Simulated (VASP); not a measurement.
# TePt: single point with r2SCAN

The system is TePt.

```
CELL_PARAMETERS angstrom
4.72765 0.00000 0.00000
-2.36382 4.09426 0.00000
0.00000 0.00000 5.44600
ATOMIC_POSITIONS crystal
Te 0.33333 0.66667 0.25000
Te 0.66667 0.33333 0.75000
Pt 0.00000 0.00000 0.00000
Pt 0.00000 0.00000 0.50000
```

This cell differs from its parent crystal: strain +0.1500 x Voigt [1, 1, 0, 0, 0, 0].

- Program: VASP 6.6.1
- Task: single point
- Functional: r2SCAN
- Potentials or basis: VASP PAW PBE potentials, release 64 (Te, Pt)
- Cutoff: 520 eV
- k mesh: 12 × 12 × 10
- Occupations: gaussian, width 0.15 eV
- Spin: no spin polarisation

The pressure is -13.3 GPa and the band gap on the k mesh is zero (bands 16 and 17 overlap by 1.46 eV).

Stress tensor (GPa, compression positive):
```
-16.96   0.00   0.00
  0.00 -16.96   0.00
  0.00   0.00  -6.13
```

Levels at points of the mesh, in eV from the Fermi level:
| k point | band 14 | band 15 | band 16 | band 17 | band 18 | band 19 |
| --- | --- | --- | --- | --- | --- | --- |
| (0.00, 0.00, 0.00) | -0.88 | 0.27 | 0.34 | 1.12 | 1.32 | 1.32 |
| (0.50, 0.00, 0.00) | -1.75 | -0.96 | -0.89 | 1.19 | 1.81 | 3.11 |
| (0.00, 0.00, 0.50) | -2.37 | 0.70 | 0.70 | 0.70 | 0.70 | 2.67 |
| (0.50, 0.00, 0.50) | -2.21 | -0.28 | -0.28 | -0.02 | -0.02 | 2.75 |

Wall time 6.6 min on 1 thread of Intel(R) Xeon(R) 6975P-C (Granite Rapids), with other jobs on the host, peak memory 0.42 GiB.

Caveat: the cell differs from its parent crystal (strain +0.1500 x Voigt [1, 1, 0, 0, 0, 0]); the stress differs along the axes, from -17 to -6 GPa; the PAW data sets were made with another functional, which shifts forces and pressure a little; spin-orbit coupling is left out, which moves the levels of the heavy elements.
